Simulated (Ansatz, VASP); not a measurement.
## Two plane-wave programs on CaSe

```xyz
2
Lattice="3.8503 0.0000 0.0000 0.0000 3.8503 0.0000 0.0000 0.0000 3.6348" Properties=species:S:1:pos:R:3 pbc="T T T"
Ca    0.0000    0.0000    0.0000
Se    1.9252    1.9252    1.8174
```

Change from the starting cell: biaxial_xy strain +5.9%.

Alike in both runs: task single point; functional r2SCAN; k mesh 8 × 8 × 8; no spin polarisation.

```csv
,VASP,Ansatz
version,VASP 6.6.1,Ansatz 0.2.0
potentials or method,"VASP PAW PBE potentials, release 64 (Ca_sv, Se)","plane waves, PAW"
plane-wave cutoff (eV),520,500
occupations,"gaussian, width 0.01 eV",fixed
valence electrons in the cell,16,26
```

|  | VASP | Ansatz | Ansatz less VASP |
| --- | --- | --- | --- |
| gap on the k mesh at the Fermi level (eV) | 0.79 | 0.78 | -0.009 |
| pressure (GPa) | -4.8 | -4.9 | -0.11 |
| traceless stress, the component that is largest in VASP (GPa) | 5.56 | 5.55 | -0.003 |

VASP's potentials were made for PBE, not for r2SCAN. VASP's potentials hold 16 valence electrons a cell and Ansatz's 26, so a difference there can come from the potentials and not from the codes.
